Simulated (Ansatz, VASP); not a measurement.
## One calculation of BaTiO3, two programs

```xyz
5
Lattice="2.8274 1.6324 2.3184 -2.8274 1.6324 2.3184 0.0000 -3.2648 2.3184" Properties=species:S:1:pos:R:3 pbc="T T T"
Ba    0.0000    0.0000    0.0000
Ti    0.0000    0.0000    3.3698
O     1.3885   -0.8017    2.3988
O    -1.3885   -0.8017    2.3988
O     0.0000    1.6033    2.3988
```

Alike in both runs: task single point; functional PBE; k mesh 2 × 2 × 2; occupations fermi-dirac, width 0.05 eV; no spin polarisation.

|  | VASP | Ansatz |
| --- | --- | --- |
| version | VASP 6.6.1 | Ansatz 0.2.0 |
| potentials or method | VASP PAW PBE potentials, release 64 (Ba_sv, Ti_sv, O) | Ansatz PAW |
| plane-wave cutoff (eV) | 520 | 420 |
| valence electrons in the cell | 40 | 40 |

VASP gave:

| Item | Value |
| --- | --- |
| gap on the k mesh at the Fermi level (eV) | 2.27 |
| least direct gap on the mesh (eV) | 2.67 |
| pressure (GPa) | 8.5 |
| traceless stress, the component that is largest in VASP (GPa) | -0.10 |
| rms of the force components (eV/Å) | 0.608 |

Problem. Estimate Ansatz's values.

Solution. gap on the k mesh at the Fermi level (eV): 2.32; least direct gap on the mesh (eV): 2.68; pressure (GPa): 6.6; traceless stress, the component that is largest in VASP (GPa): -0.05; rms of the force components (eV/Å): 0.629.

Atom by atom the forces differ by 0.024 eV/Å (rms over components). With one functional, cell and mesh, what is left measures potentials, basis and numerics.

The k mesh is coarse, so the values compare programs but aren't converged. Neither program's run includes spin-orbit coupling.
